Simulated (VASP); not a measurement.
Here is a VASP 6.6.1 calculation.

INCAR

```
PREC = Accurate
ENCUT = 500
EDIFF = 1E-7
ISMEAR = 1
SIGMA = 0.02
LREAL = False
LASPH = True
NELM = 120
ALGO = Normal
ISIF = 3
LWAVE = False
LCHARG = False
GGA = PS
IBRION = 2
NSW = 80
EDIFFG = -0.03
GGA_COMPAT = False
NELMIN = 4
```

KPOINTS

```
regular mesh
0
Gamma
  8 8 8
```

File POSCAR:

```
BAs
1.0
    0.0000000000      2.3885000000      2.3885000000
    2.3885000000      0.0000000000      2.3885000000
    2.3885000000      2.3885000000      0.0000000000
B As
1 1
Direct
    0.0000000000      0.0000000000      0.0000000000
    0.7500000000      0.7500000000      0.7500000000
```

Potentials or basis: VASP PAW PBE potentials, release 64 (B, As).

Run with:

```bash
$ cat potpaw_PBE.64/B/POTCAR potpaw_PBE.64/As/POTCAR > POTCAR
$ mpirun -np 1 vasp_std > vasp.out
```

Question: Predict the band gap on the k mesh.

Answer: 1.09 eV (least direct gap 3.24 eV).

Final structure:
```xyz
2
Lattice="0.0000 2.3885 2.3885 2.3885 0.0000 2.3885 2.3885 2.3885 0.0000" Properties=species:S:1:pos:R:3 pbc="T T T"
B     0.0000    0.0000    0.0000
As    3.5827    3.5827    3.5827
```

Caveat: the relaxation stopped at its first step, so nothing moved. A k mesh can miss the band edges.
